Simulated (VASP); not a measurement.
# BaTe (Fm-3m) in VASP: single point with PBE

Aim: the single point of BaTe with PBE.

Program: VASP 6.6.1. These are calculated values, not measurements. Logs are shortened: lines on timing, memory, paths and dates and some standing lists are left out, and cuts for length are marked.

### Step 1. The cell of the first run

It takes space group Fm-3m (No. 225, cubic). Conventional cell: a = 6.820 Å, b = 6.820 Å, c = 6.820 Å, α = 90.00°, β = 90.00°, γ = 90.00°. Within 4.5 Å of Ba (site symmetry m-3m) lie 6 Te at 3.41 Å. Te (site symmetry m-3m) has 6 Ba at 3.41 Å within 4.5 Å.

### Step 2. Single point, PBE

The input, INCAR:

```
SYSTEM = BaTe
PREC     = Accurate       ! precision mode
ENCUT    = 520            ! plane-wave cutoff, eV
EDIFF    = 1E-6           ! SCF threshold, eV
ISMEAR   = 0              ! smearing method
SIGMA    = 0.01           ! smearing width, eV
LREAL    = .FALSE.        ! projectors in reciprocal space
LASPH    = .TRUE.         ! aspherical terms in the spheres
NELM     = 100            ! most SCF steps
ALGO     = Normal         ! electronic algorithm
ISIF     = 2              ! what is computed and relaxed
LWAVE    = .FALSE.        ! write WAVECAR
LCHARG   = .TRUE.         ! write CHGCAR
GGA      = PE             ! functional
LELF     = .TRUE.         ! ELF
LVHAR    = .TRUE.       
NBANDS   = 15             ! bands
```

The input, KPOINTS:

```
Automatic mesh
0
G
  3 3 3
  0 0 0
```

The input, POSCAR:

```
BaTe
1.0
    0.0000000000      3.4100000000      3.4100000000
    3.4100000000      0.0000000000      3.4100000000
    3.4100000000      3.4100000000      0.0000000000
Ba Te
1 1
Direct
    0.0000000000      0.0000000000      0.0000000000
    0.5000000000      0.5000000000      0.5000000000
```

Potentials or basis: VASP PAW PBE potentials, release 64 (Ba_sv, Te).

The run is started by

```
$ cat potpaw_PBE.64/Ba_sv/POTCAR potpaw_PBE.64/Te/POTCAR > POTCAR
$ mpirun -np 1 vasp_std > vasp.out
```

OUTCAR:

```text
SYSTEM = BaTe
   PREC = Accurate
   ENCUT = 520
   EDIFF = 1E-6
   ISMEAR = 0
   LREAL = .FALSE.
   LASPH = .TRUE.
   NELM = 100
   ISIF = 2
   GGA = PE

 ion  position               nearest neighbor table
   1  0.000  0.000  0.000-   2 3.41   2 3.41   2 3.41   2 3.41   2 3.41   2 3.41
   2  0.500  0.500  0.500-   1 3.41   1 3.41   1 3.41   1 3.41   1 3.41   1 3.41

  LATTYP: Found a face centered cubic cell.
 ALAT       =     6.8200000000

  Lattice vectors:

 A1 = (   0.0000000000,   3.4100000000,   3.4100000000)
 A2 = (   3.4100000000,   0.0000000000,   3.4100000000)
 A3 = (   3.4100000000,   3.4100000000,   0.0000000000)

Analysis of symmetry for initial positions (statically):
=====================================================================
 Subroutine PRICEL returns:
 Original cell was already a primitive cell.

 Routine SETGRP: Setting up the symmetry group for a
 face centered cubic supercell.

 Subroutine GETGRP returns: Found 48 space group operations
 (whereof 48 operations were pure point group operations)
 out of a pool of 48 trial point group operations.

The static configuration has the point symmetry O_h .

Analysis of symmetry for dynamics (positions and initial velocities):
=====================================================================
 Subroutine PRICEL returns:
 Original cell was already a primitive cell.

 Routine SETGRP: Setting up the symmetry group for a
 face centered cubic supercell.

 Subroutine GETGRP returns: Found 48 space group operations
 (whereof 48 operations were pure point group operations)
 out of a pool of 48 trial point group operations.

The dynamic configuration has the point symmetry O_h .

 Subroutine INISYM returns: Found 48 space group operations
 (whereof 48 operations are pure point group operations),
 and found     1 'primitive' translations

----------------------------------------------------------------------------------------

                                     Primitive cell

  volume of cell :      79.3036

  direct lattice vectors                    reciprocal lattice vectors
     0.000000000  3.410000000  3.410000000    -0.146627566  0.146627566  0.146627566
     3.410000000  0.000000000  3.410000000     0.146627566 -0.146627566  0.146627566
     3.410000000  3.410000000  0.000000000     0.146627566  0.146627566 -0.146627566

  length of vectors
     4.822468248  4.822468248  4.822468248     0.253966394  0.253966394  0.253966394

  position of ions in fractional coordinates (direct lattice)
     0.000000000  0.000000000  0.000000000
     0.500000000  0.500000000  0.500000000

  ion indices of the primitive-cell ions
   primitive index   ion index
                 1           1
                 2           2

----------------------------------------------------------------------------------------

 KPOINTS: Automatic mesh

Automatic generation of k-mesh.
 Grid dimensions read from file:
 generate k-points for:    3    3    3

 Generating k-lattice:

  Cartesian coordinates                     Fractional coordinates (reciprocal lattice)
    -0.048875855  0.048875855  0.048875855     0.333333333  0.000000000  0.000000000
     0.048875855 -0.048875855  0.048875855     0.000000000  0.333333333  0.000000000
     0.048875855  0.048875855 -0.048875855     0.000000000  0.000000000  0.333333333

  Length of vectors
     0.084655465  0.084655465  0.084655465

  Shift w.r.t. Gamma in fractional coordinates (k-lattice)
     0.000000000  0.000000000  0.000000000

 Subroutine IBZKPT returns following result:
 ===========================================

 Found      4 irreducible k-points:

 Following reciprocal coordinates:
            Coordinates               Weight
  0.000000  0.000000  0.000000      1.000000
  0.333333  0.000000  0.000000      8.000000
  0.333333  0.333333  0.000000      6.000000
 -0.333333  0.333333  0.000000     12.000000
   k-points           NKPTS =      4   k-points in BZ     NKDIM =      4   number of bands    NBANDS=     15
   number of dos      NEDOS =    301   number of ions     NIONS =      2
   total plane-waves  NPLWV =  46656
   dimension x,y,z NGX =    36 NGY =   36 NGZ =   36
   dimension x,y,z NGXF=    72 NGYF=   72 NGZF=   72
   ions per type =               1   1
   NGX,Y,Z   is equivalent  to a cutoff of  12.41, 12.41, 12.41 a.u.
   NGXF,Y,Z  is equivalent  to a cutoff of  24.82, 24.82, 24.82 a.u.
 SYSTEM =  BaTe
   PREC   = accura    normal or accurate (medium, high low for compatibility)
   ISTART =      0    job   : 0-new  1-cont  2-samecut
   ICHARG =      2    charge: 1-file 2-atom 10-const
   ISPIN  =      1    spin polarized calculation?
   LNONCOLLINEAR =      F non collinear calculations
   LSORBIT =      F    spin-orbit coupling
   LASPH  =      T    aspherical Exc in radial PAW
   ENCUT  =  520.0 eV  38.22 Ry    6.18 a.u.   8.97  8.97  8.97*2*pi/ulx,y,z
   NELM   =    100;   NELMIN=  2; NELMDL= -5     # of ELM steps
   EDIFF  = 0.1E-05   stopping-criterion for ELM
   LREAL  =      F    real-space projection
   EDIFFG = 0.1E-04   stopping-criterion for IOM
   NSW    =      0    number of steps for IOM
   IBRION =     -1    ionic relax: 0-MD 1-quasi-New 2-CG
   NFREE  =      0    steps in history (QN), initial steepest desc. (CG)
   ISIF   =      2    stress and relaxation
   ISYM   =      2    0-nonsym 1-usesym 2-fastsym
   POTIM  = 0.5000    time-step for ionic-motion
   TEBEG  =    0.0;   TEEND  =   0.0 temperature during run
   PSTRESS=    0.0 pullay stress
   NELECT =      16.0000    total number of electrons
   NUPDOWN=      -1.0000    fix difference up-down
   EMIN   =  10.00;   EMAX   =-10.00  energy-range for DOS
   EFERMI =   0.00;   METHOD = LEGACY
   ISMEAR =     0;   SIGMA  =   0.01  broadening in eV -4-tet -1-fermi 0-gaus
   EFERMI_NEDOS =   21; number of points for ismear=-14 and -15
   IALGO  =     38    algorithm
   IMIX   =      4    mixing-type and parameters
     AMIX     =   0.40;   BMIX     =  1.00
     AMIX_MAG =   1.60;   BMIX_MAG =  1.00
  volume/ion in A,a.u.               =      39.65       267.58
  Fermi-wavevector in a.u.,A,eV,Ry     =   0.960175  1.814468 12.543704  0.921936
  Thomas-Fermi vector in A             =   2.089436
   LORBIT       =      0    0 simple, 1 ext, 2 COOP (PROOUT), +10 PAW based schemes
   GGA     = PE    functional components
   LHFCALC =     F    Hartree Fock is set to
   AEXX    =    0.0000 exact exchange contribution
   IVDW    =     0    specifies the selected vdW correction
   LEPSILON=     F    determine dielectric tensor
   LRPA    =     F    only Hartree local field effects (RPA)
 non-spin polarized calculation
 Gauss-broadening in eV      SIGMA  =   0.01
  energy-cutoff  :      520.00
  volume of cell :       79.30
 maximum number of plane-waves:      2138
   NGX = 17   NGY = 17   NGZ = 17

 number of electron      16.0000000 magnetization

 Free energy of the ion-electron system (eV)
  ---------------------------------------------------
  ext. energy  EPLUGINS =         0.00000000
  ---------------------------------------------------
  free energy    TOTEN  =        -8.44865465 eV

  energy without entropy =       -8.44865465  energy(sigma->0) =       -8.44865465

 E-fermi :   2.9199     XC(G=0):  -8.5517

 val. band max:        2.8344009554   @ k =   0.0000   0.0000   0.0000
 cond. band min:       4.4059882487   @ k =   0.3333   0.3333   0.0000
 fundamental gap:      1.5715872933
 Fermi energy:         2.9199073375

 k-point     1 :       0.0000    0.0000    0.0000
  band No.  band energies     occupation
      1     -24.0540      2.00000
      2      -9.2248      2.00000
      3      -9.2248      2.00000
      4      -9.2248      2.00000
      5      -6.8823      2.00000
      6       2.8344      2.00000
      7       2.8344      2.00000
      8       2.8344      2.00000
      9       5.6599      0.00000
     10       5.6599      0.00000
     11       5.6599      0.00000
     12       6.0467      0.00000
     13       6.3630      0.00000
     14       6.3630      0.00000
     15       9.7934      0.00000

 k-point     2 :       0.3333    0.0000    0.0000
  band No.  band energies     occupation
      1     -24.0387      2.00000
      2      -9.6953      2.00000
      3      -9.2350      2.00000
      4      -9.2350      2.00000
      5      -6.1328      2.00000
      6       0.8129      2.00000
      7       1.7652      2.00000
      8       1.7652      2.00000
      9       6.2361      0.00000
     10       6.9733      0.00000
     11       6.9733      0.00000
     12       8.5211      0.00000
     13       9.0657      0.00000
     14       9.0657      0.00000
     15      11.3419      0.00000

 k-point     3 :       0.3333    0.3333    0.0000
  band No.  band energies     occupation
      1     -24.0337      2.00000
      2      -9.5236      2.00000
      3      -9.3105      2.00000
      4      -9.3105      2.00000
      5      -6.4875      2.00000
      6       1.1868      2.00000
      7       2.4505      2.00000
      8       2.4505      2.00000
      9       4.4060      0.00000
     10       7.0461      0.00000
     11       7.2999      0.00000
     12       8.2967      0.00000
     13       8.2967      0.00000
     14      10.1594      0.00000
     15      11.5512      0.00000

 k-point     4 :      -0.3333    0.3333    0.0000
  band No.  band energies     occupation
      1     -24.0286      2.00000
      2      -9.5921      2.00000
      3      -9.4298      2.00000
      4      -9.2791      2.00000
      5      -6.2461      2.00000
      6       1.0811      2.00000
      7       1.7716      2.00000
      8       1.7813      2.00000
      9       5.9957      0.00000
     10       7.5329      0.00000
     11       7.7247      0.00000
     12       7.9920      0.00000
     13       9.4831      0.00000
     14       9.8251      0.00000
     15      11.1575      0.00000

------------------------ aborting loop because EDIFF is reached ----------------------------------------

  FORCE on cell =-STRESS in cart. coord.  units (eV):
  Direction    XX          YY          ZZ          XY          YZ          ZX
  --------------------------------------------------------------------------------------
  -------------------------------------------------------------------------------------
  Total        2.2926713      2.2926713      2.2926713      0.0000000     -0.0000000      0.0000000
  in kB       46.3190067     46.3190067     46.3190067      0.0000000     -0.0000000      0.0000000
  external PRESSURE =      46.3190067 kB  Pullay stress =       0.0000000 kB

 VOLUME and BASIS-vectors are now :
 -----------------------------------------------------------------------------
  energy-cutoff  :      520.00
  volume of cell :       79.30
      direct lattice vectors                 reciprocal lattice vectors
     0.000000000  3.410000000  3.410000000    -0.146627566  0.146627566  0.146627566
     3.410000000  0.000000000  3.410000000     0.146627566 -0.146627566  0.146627566
     3.410000000  3.410000000  0.000000000     0.146627566  0.146627566 -0.146627566

 POSITION                                       TOTAL-FORCE (eV/Angst)
 -----------------------------------------------------------------------------------
      0.00000      0.00000      0.00000         0.000000      0.000000      0.000000
      3.41000      3.41000      3.41000        -0.000000     -0.000000     -0.000000
 -----------------------------------------------------------------------------------
    total drift:                                0.000000      0.000000      0.000000

  FREE ENERGIE OF THE ION-ELECTRON SYSTEM (eV)
  ---------------------------------------------------
  free  energy   TOTEN  =        -8.4486546525 eV

  energy  without entropy=       -8.4486546525  energy(sigma->0) =       -8.44865465
```

Run time: 8.5 s. Hardware: 1 thread of Intel Xeon Platinum 8259CL at 2.50GHz (Skylake/Cascade Lake), shared host; peak memory 0.19 GiB.

Results:

```
Free energy            : -8.4487 eV
Pressure               : 4.6 GPa
Band gap on the k mesh : 1.57 eV, indirect (least direct gap 1.96 eV)
```

Levels at points of the mesh, in eV from the valence-band top:
| k point | band 5 | band 6 | band 7 | band 8 | band 9 | band 10 | band 11 | band 12 |
| --- | --- | --- | --- | --- | --- | --- | --- | --- |
| (0.00, 0.00, 0.00) | -9.72 | 0.00 | 0.00 | 0.00 | 2.83 | 2.83 | 2.83 | 3.21 |

Caveat: the k points lie up to 0.53 Å⁻¹ apart; spin-orbit coupling is left out, which moves the levels of the heavy elements. A k mesh can miss the band edges.
